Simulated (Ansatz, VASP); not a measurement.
**Two plane-wave programs on PbF2**

```
Pb F
1.0
     0.00000    3.05895    3.05895
     3.05895    0.00000    3.05895
     3.05895    3.05895    0.00000
Pb F
1 2
Direct
  0.00000 0.00000 0.00000
  0.25000 0.25000 0.25000
  0.75000 0.75000 0.75000
```

Change from the starting cell: strain +0.030 along x and y, +0.030 along z, atoms carried along.

Alike in both runs: task single point; functional PBE; dispersion D3(BJ); k mesh 8 × 8 × 8; occupations gaussian, width 0.05 eV; no spin polarisation.

```csv
,VASP,Ansatz
version,VASP 6.6.1,Ansatz 0.2.0
potentials or method,"VASP PAW PBE potentials, release 64 (Pb_d, F), cutoff 520 eV","scalar-relativistic, plane waves, PAW"
valence electrons in the cell,28,28
```

|  | VASP | Ansatz | Ansatz less VASP |
| --- | --- | --- | --- |
| gap on the k mesh at the Fermi level (eV) | 4.38 | 4.38 | +0.006 |
| least direct gap on the mesh (eV) | 4.54 | 4.54 | +0.003 |
| pressure (GPa) | -4.1 | -3.9 | +0.20 |

Ansatz's warnings: dispersion switch in reach.

Spin-orbit coupling is off throughout.
